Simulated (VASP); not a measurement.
# As (R-3m) in VASP: relaxation of cell and atoms with PBE

Aim: the relaxation of cell and atoms of As with PBE.

Everything below comes from runs of VASP 6.6.1. Logs are shortened: lines on timing, memory, paths and dates and some standing lists are left out, and cuts for length are marked.

### Step 1. The cell of the first run

Symmetry: R-3m, No. 166, trigonal system. Conventional cell: a = 2.810 Å, b = 2.810 Å, c = 7.447 Å, α = 90.00°, β = 90.00°, γ = 120.00°. As (site symmetry 3m) has 6 As at 1.89 to 2.22 Å within 2.5 Å.

### Step 2. Relaxation of cell and atoms, PBE, target pressure 410 GPa, at which the enthalpy is minimised

Contents of INCAR:

```
  PREC = Accurate
  ENCUT = 600
  EDIFF = 1E-7
  ISMEAR = -1
  SIGMA = 0.1
  LREAL = False
  LASPH = True
  NELM = 60
  ALGO = Normal
  ISIF = 3
  LWAVE = False
  LCHARG = False
  GGA = PE
  IBRION = 2
  NSW = 60
  EDIFFG = -0.005
  PSTRESS = 4100.0
```

Contents of KPOINTS:

```
Automatic mesh
0
Gamma
  16 16 16
```

Contents of POSCAR:

```
As
1.0
    1.4050635251     -0.8112138044      2.4822788944
    0.0000000000      1.6224276089      2.4822788944
   -1.4050635251     -0.8112138044      2.4822788944
As
2
Direct
    0.2320000000      0.2320000000      0.2320000000
   -0.2320000000     -0.2320000000     -0.2320000000
```

Potentials or basis: VASP PAW PBE potentials, release 64 (As).

On the command line:

```sh
> cat potpaw_PBE.64/As/POTCAR > POTCAR
> mpirun -np 1 vasp_std > vasp.out
```

OUTCAR:

```text
PREC = Accurate
   ENCUT = 600
   EDIFF = 1E-7
   ISMEAR = -1
   LREAL = False
   LASPH = True
   NELM = 60
   ISIF = 3
   GGA = PE
   IBRION = 2
   NSW = 60
   EDIFFG = -0.005
   PSTRESS = 4100.0

 ion  position               nearest neighbor table
   1  0.232  0.232  0.232-   2 1.89   2 1.89   2 1.89   2 2.22   2 2.22   2 2.22
   2  0.768  0.768  0.768-   1 1.89   1 1.89   1 1.89   1 2.22   1 2.22   1 2.22

  LATTYP: Found a trigonal (rhomboedric) cell.
 ALAT       =     2.9654645261
 COS(alpha) =     0.5510102270

  Lattice vectors:

 A1 = (   1.4050635251,  -0.8112138044,   2.4822788944)
 A2 = (   0.0000000000,   1.6224276089,   2.4822788944)
 A3 = (  -1.4050635251,  -0.8112138044,   2.4822788944)

Analysis of symmetry for initial positions (statically):
=====================================================================
 Subroutine PRICEL returns:
 Original cell was already a primitive cell.

 Routine SETGRP: Setting up the symmetry group for a
 trigonal (rhombohedral) supercell.

 Subroutine GETGRP returns: Found 12 space group operations
 (whereof 12 operations were pure point group operations)
 out of a pool of 12 trial point group operations.

The static configuration has the point symmetry D_3d.

Analysis of symmetry for dynamics (positions and initial velocities):
=====================================================================
 Subroutine PRICEL returns:
 Original cell was already a primitive cell.

 Routine SETGRP: Setting up the symmetry group for a
 trigonal (rhombohedral) supercell.

 Subroutine GETGRP returns: Found 12 space group operations
 (whereof 12 operations were pure point group operations)
 out of a pool of 12 trial point group operations.

The dynamic configuration has the point symmetry D_3d.

 Subroutine INISYM returns: Found 12 space group operations
 (whereof 12 operations are pure point group operations),
 and found     1 'primitive' translations

----------------------------------------------------------------------------------------

                                     Primitive cell

  volume of cell :      16.9759

  direct lattice vectors                    reciprocal lattice vectors
     1.405063525 -0.811213804  2.482278894     0.355855797 -0.205453440  0.134285206
     0.000000000  1.622427609  2.482278894     0.000000000  0.410906880  0.134285206
    -1.405063525 -0.811213804  2.482278894    -0.355855797 -0.205453440  0.134285206

  length of vectors
     2.965464526  2.965464526  2.965464526     0.432292702  0.432292702  0.432292702

  position of ions in fractional coordinates (direct lattice)
     0.232000000  0.232000000  0.232000000
     0.768000000  0.768000000  0.768000000

  ion indices of the primitive-cell ions
   primitive index   ion index
                 1           1
                 2           2

----------------------------------------------------------------------------------------

 KPOINTS: Automatic mesh

Automatic generation of k-mesh.
 Grid dimensions read from file:
 generate k-points for:   16   16   16

 Generating k-lattice:

  Cartesian coordinates                     Fractional coordinates (reciprocal lattice)
     0.022240987 -0.012840840  0.008392825     0.062500000  0.000000000 -0.000000000
     0.000000000  0.025681680  0.008392825     0.000000000  0.062500000  0.000000000
    -0.022240987 -0.012840840  0.008392825    -0.000000000  0.000000000  0.062500000

  Length of vectors
     0.027018294  0.027018294  0.027018294

  Shift w.r.t. Gamma in fractional coordinates (k-lattice)
     0.000000000  0.000000000  0.000000000

 Subroutine IBZKPT returns following result:
 ===========================================

 Found    417 irreducible k-points:

 Following reciprocal coordinates:
            Coordinates               Weight
  0.000000  0.000000  0.000000      1.000000
  0.062500  0.000000 -0.000000      6.000000
  0.125000  0.000000 -0.000000      6.000000
  0.187500 -0.000000 -0.000000      6.000000
  0.250000  0.000000 -0.000000      6.000000
  0.312500 -0.000000 -0.000000      6.000000
[... 16 lines left out ...]
 -0.125000  0.062500  0.000000     12.000000
 -0.062500  0.062500 -0.000000      6.000000
 [... further k-points ...]
   k-points           NKPTS =    417   k-points in BZ     NKDIM =    417   number of bands    NBANDS=      9
   number of dos      NEDOS =    301   number of ions     NIONS =      2
   total plane-waves  NPLWV =  13824
   dimension x,y,z NGX =    24 NGY =   24 NGZ =   24
   dimension x,y,z NGXF=    48 NGYF=   48 NGZF=   48
   ions per type =               2
   NGX,Y,Z   is equivalent  to a cutoff of  13.45, 13.45, 13.45 a.u.
   NGXF,Y,Z  is equivalent  to a cutoff of  26.91, 26.91, 26.91 a.u.
 SYSTEM =  unknown system
   PREC   = accura    normal or accurate (medium, high low for compatibility)
   ISTART =      0    job   : 0-new  1-cont  2-samecut
   ICHARG =      2    charge: 1-file 2-atom 10-const
   ISPIN  =      1    spin polarized calculation?
   LNONCOLLINEAR =      F non collinear calculations
   LSORBIT =      F    spin-orbit coupling
   LASPH  =      T    aspherical Exc in radial PAW
   ENCUT  =  600.0 eV  44.10 Ry    6.64 a.u.   5.92  5.92  5.92*2*pi/ulx,y,z
   NELM   =     60;   NELMIN=  2; NELMDL= -5     # of ELM steps
   EDIFF  = 0.1E-06   stopping-criterion for ELM
   LREAL  =      F    real-space projection
   EDIFFG = -.5E-02   stopping-criterion for IOM
   NSW    =     60    number of steps for IOM
   IBRION =      2    ionic relax: 0-MD 1-quasi-New 2-CG
   NFREE  =      1    steps in history (QN), initial steepest desc. (CG)
   ISIF   =      3    stress and relaxation
   ISYM   =      2    0-nonsym 1-usesym 2-fastsym
   POTIM  = 0.5000    time-step for ionic-motion
   TEBEG  =    0.0;   TEEND  =   0.0 temperature during run
   PSTRESS= 4100.0 pullay stress
   NELECT =      10.0000    total number of electrons
   NUPDOWN=      -1.0000    fix difference up-down
   EMIN   =  10.00;   EMAX   =-10.00  energy-range for DOS
   EFERMI =   0.00;   METHOD = LEGACY
   ISMEAR =    -1;   SIGMA  =   0.10  broadening in eV -4-tet -1-fermi 0-gaus
   EFERMI_NEDOS =   21; number of points for ismear=-14 and -15
   IALGO  =     38    algorithm
   IMIX   =      4    mixing-type and parameters
     AMIX     =   0.40;   BMIX     =  1.00
     AMIX_MAG =   1.60;   BMIX_MAG =  1.00
  volume/ion in A,a.u.               =       8.49        57.28
  Fermi-wavevector in a.u.,A,eV,Ry     =   1.372347  2.593359 25.624329  1.883335
  Thomas-Fermi vector in A             =   2.497962
   LORBIT       =      0    0 simple, 1 ext, 2 COOP (PROOUT), +10 PAW based schemes
   GGA     = PE    functional components
   LHFCALC =     F    Hartree Fock is set to
   AEXX    =    0.0000 exact exchange contribution
   IVDW    =     0    specifies the selected vdW correction
   LEPSILON=     F    determine dielectric tensor
   LRPA    =     F    only Hartree local field effects (RPA)
 conjugate gradient relaxation of ions
 non-spin polarized calculation
  energy-cutoff  :      600.00
  volume of cell :       16.98
 maximum number of plane-waves:       592
   NGX = 11   NGY = 11   NGZ = 11

--------------------------------------- Ionic step        1  -------------------------------------------

 number of electron      10.0000000 magnetization

 Free energy of the ion-electron system (eV)
  ---------------------------------------------------
  ext. energy  EPLUGINS =         0.00000000
  ---------------------------------------------------
  free energy    TOTEN  =         8.92109298 eV

  energy without entropy =        8.93791984  energy(sigma->0) =        8.92950641

------------------------ aborting loop because EDIFF is reached ----------------------------------------

  FORCE on cell =-STRESS in cart. coord.  units (eV):
  Direction    XX          YY          ZZ          XY          YZ          ZX
  --------------------------------------------------------------------------------------
  -------------------------------------------------------------------------------------
  Total       57.3907951     57.3907951     49.7968523      0.0000000      0.0000000     -0.0000000
  in kB     5416.5119666   5416.5119665   4699.7997775      0.0000000      0.0000001     -0.0000000
  external PRESSURE =    1077.6079035 kB  Pullay stress =    4100.0000000 kB
[... 23 lines left out ...]
  enthalpy is  TOTEN    =        52.3627509278 eV   P V=       43.4416579430

--------------------------------------- Ionic step        2  -------------------------------------------

 number of electron       9.9999998 magnetization

 E-fermi :   7.4738     XC(G=0): -10.8385

 val. band max:        7.4681822162   @ k =   0.4375   0.2500   0.1250
 cond. band min:       7.4835534252   @ k =   0.5000   0.1875   0.0625
 fundamental gap:      0.0153712090
 Fermi energy:         7.4738128622

 k-point     1 :       0.0000    0.0000    0.0000
  band No.  band energies     occupation
      1      -9.7633      2.00000
      2       3.3659      2.00000
      3       3.3659      2.00000
      4       4.4573      2.00000
      5       7.3750      1.45751
      6       9.4441      0.00000
      7       9.4441      0.00000
      8       9.7014      0.00000
      9      13.5140      0.00000
[... 265 lines left out ...]
 k-point    24 :      -0.0625    0.0625   -0.0000
  band No.  band energies     occupation
      1      -9.6107      2.00000
      2       1.6967      2.00000
      3       3.0890      2.00000
      4       5.8061      2.00000
      5       7.5886      0.48184
      6       8.5563      0.00004
      7      10.0696      0.00000
      8      10.3574      0.00000
      9      13.3978      0.00000

 [... further k-points ...]
[... 5 lines left out ...]
  --------------------------------------------------------------------------------------
  -------------------------------------------------------------------------------------
  Total       14.9234683     14.9234683      3.1269088      0.0000000      0.0000000      0.0000000
  in kB      683.7337512    683.7337511    143.2624799      0.0000000      0.0000000      0.0000000
  external PRESSURE =   -3596.4233393 kB  Pullay stress =    4100.0000000 kB
[... 57 lines left out ...]
  FREE ENERGIE OF THE ION-ELECTRON SYSTEM (eV)
  ---------------------------------------------------
  free  energy   TOTEN  =         0.9297321453 eV

  energy  without entropy=        0.9475597537  energy(sigma->0) =        0.93864595

  enthalpy is  TOTEN    =        51.3229117911 eV   P V=       50.3931796458

[... ionic steps 4 to 40 ...]

--------------------------------------- Ionic step       41  -------------------------------------------

 number of electron      10.0000002 magnetization

------------------------ aborting loop because EDIFF is reached ----------------------------------------

  FORCE on cell =-STRESS in cart. coord.  units (eV):
  Direction    XX          YY          ZZ          XY          YZ          ZX
  --------------------------------------------------------------------------------------
  -------------------------------------------------------------------------------------
  Total       43.1609207     43.1609201     43.1528338      0.0000000      0.0000002     -0.0000000
  in kB     4098.3794904   4098.3794356   4097.6115974      0.0000000      0.0000209     -0.0000000
  external PRESSURE =      -1.8764922 kB  Pullay stress =    4100.0000000 kB
[... 61 lines left out ...]
  enthalpy is  TOTEN    =        47.9911860117 eV   P V=       43.1770683949

--------------------------------------- Ionic step       43  -------------------------------------------

 number of electron      10.0000002 magnetization

 Free energy of the ion-electron system (eV)
  ---------------------------------------------------
  ext. energy  EPLUGINS =         0.00000000
  ---------------------------------------------------
  free energy    TOTEN  =         4.81969136 eV

  energy without entropy =        4.84213375  energy(sigma->0) =        4.83091255

 E-fermi :  20.0207     XC(G=0): -14.7004

 val. band max:       20.0087467770   @ k =  -0.3750   0.3750   0.3750
 cond. band min:      20.0256490783   @ k =  -0.4375  -0.4375   0.3750
 fundamental gap:      0.0169023013
 Fermi energy:        20.0206567329

 k-point     1 :       0.0000    0.0000    0.0000
  band No.  band energies     occupation
      1      -6.3691      2.00000
      2       4.6231      2.00000
      3       5.3190      2.00000
      4      30.3613      0.00000
      5      30.3613      0.00000
      6      34.2048      0.00000
      7      34.2048      0.00000
      8      34.6684      0.00000
      9      35.0655      0.00000
[... 265 lines left out ...]
 k-point    24 :      -0.0625    0.0625   -0.0000
  band No.  band energies     occupation
      1      -5.9065      2.00000
      2       5.1281      2.00000
      3       5.7321      2.00000
      4      26.3938      0.00000
      5      26.9039      0.00000
      6      29.7882      0.00000
      7      30.4954      0.00000
      8      32.7120      0.00000
      9      35.5907      0.00000

 [... further k-points ...]
[... 5 lines left out ...]
  --------------------------------------------------------------------------------------
  -------------------------------------------------------------------------------------
  Total       43.1768781     43.1768773     43.1690941      0.0000000      0.0000003     -0.0000000
  in kB     4100.5117525   4100.5116823   4099.7725110      0.0000000      0.0000268     -0.0000000
  external PRESSURE =       0.2653153 kB  Pullay stress =    4100.0000000 kB
[... 17 lines left out ...]
  FREE ENERGIE OF THE ION-ELECTRON SYSTEM (eV)
  ---------------------------------------------------
  free  energy   TOTEN  =         4.8196913616 eV

  energy  without entropy=        4.8421337456  energy(sigma->0) =        4.83091255

  enthalpy is  TOTEN    =        47.9911808804 eV   P V=       43.1714895188

 reached required accuracy - stopping structural energy minimisation
```

Run time: 19 min. Hardware: 1 thread of Intel Xeon Platinum 8259CL at 2.50GHz (Skylake/Cascade Lake), shared host; peak memory 0.27 GiB.

What came out:

* Free energy: 4.8197 eV
* Relaxed volume: 8.44 Å³/atom
* Relaxed cell: a = 3.950 Å, b = 3.950 Å, c = 3.950 Å, α = 33.67°, β = 33.67°, γ = 33.67°
* Space group after relaxing (to 0.05 Å): Fm-3m (No. 225)
* Energy change on relaxing (the enthalpy is what falls): -2050.7 meV/atom
* Ionic steps: 43
* Pressure after relaxing: 410.0 GPa
* Largest force after relaxing: 0.004 eV/Å
* Band gap on the k mesh: zero (band 5 reaches 31.13 eV, above the bottom of band 6 at 14.33 eV)

Forces in eV/Å, atoms in the order of the input:
```
As   0.000  0.000  0.004
As   0.000  0.000 -0.004
```

The path:
```csv
step,energy change (eV),largest force (eV/Å),pressure (GPa),volume (Å³)
1,0.0000,13.6930,517.76,16.98
3,-7.9914,3.9030,294.15,19.69
5,-4.7094,1.0529,395.52,18.03
7,-0.6043,4.1915,521.94,16.61
9,-4.6318,2.7881,395.13,17.99
11,-4.3919,1.4666,402.76,17.86
13,-4.2508,4.1000,401.00,17.38
15,-2.6268,6.6147,454.44,16.50
17,-0.8245,7.4394,515.87,15.87
19,-1.2135,7.2603,502.70,15.99
21,-1.3535,7.0528,497.85,16.04
23,-1.5424,6.7724,491.74,16.09
25,-2.3565,5.5769,465.43,16.33
27,-5.1090,1.6502,376.78,17.29
29,-4.6600,1.8500,391.33,17.11
31,-3.5869,1.1633,427.00,16.68
33,-4.0431,0.0984,411.99,16.85
35,-4.1470,0.0746,408.54,16.89
37,-4.0898,0.0775,410.41,16.87
39,-4.0656,0.0788,411.21,16.86
41,-4.1079,0.0184,409.81,16.87
43,-4.1014,0.0041,410.03,16.87
```

Final structure:
```cif
data_structure
_symmetry_space_group_name_H-M 'P 1'
_symmetry_Int_Tables_number 1
_cell_length_a 3.9498
_cell_length_b 3.9498
_cell_length_c 3.9498
_cell_angle_alpha 33.666
_cell_angle_beta 33.666
_cell_angle_gamma 33.666
_cell_volume 16.87
loop_
_atom_site_label
_atom_site_type_symbol
_atom_site_fract_x
_atom_site_fract_y
_atom_site_fract_z
_atom_site_occupancy
As1 As 0.25000 0.25000 0.25000 1
As2 As 0.75000 0.75000 0.75000 1
```

Levels at points of the mesh, in eV from the Fermi level:
| k point | band 1 | band 2 | band 3 | band 4 | band 5 | band 6 | band 7 | band 8 | band 9 |
| --- | --- | --- | --- | --- | --- | --- | --- | --- | --- |
| (0.00, 0.00, 0.00) | -26.39 | -15.40 | -14.70 | 10.34 | 10.34 | 14.18 | 14.18 | 14.65 | 15.04 |
| (0.50, 0.00, 0.00) | -16.14 | -16.14 | -8.63 | -8.63 | -1.08 | -1.08 | 3.72 | 3.72 | 8.15 |
| (0.50, 0.50, 0.00) | -15.43 | -14.81 | -12.87 | -9.70 | 0.67 | 0.81 | 4.46 | 8.14 | 10.44 |
| (0.50, 0.50, 0.50) | -23.58 | -23.58 | -1.17 | -1.17 | 11.10 | 11.10 | 11.11 | 11.11 | 15.10 |

Caveat: the cell is relaxed towards a set pressure, so the enthalpy falls and the energy may rise.
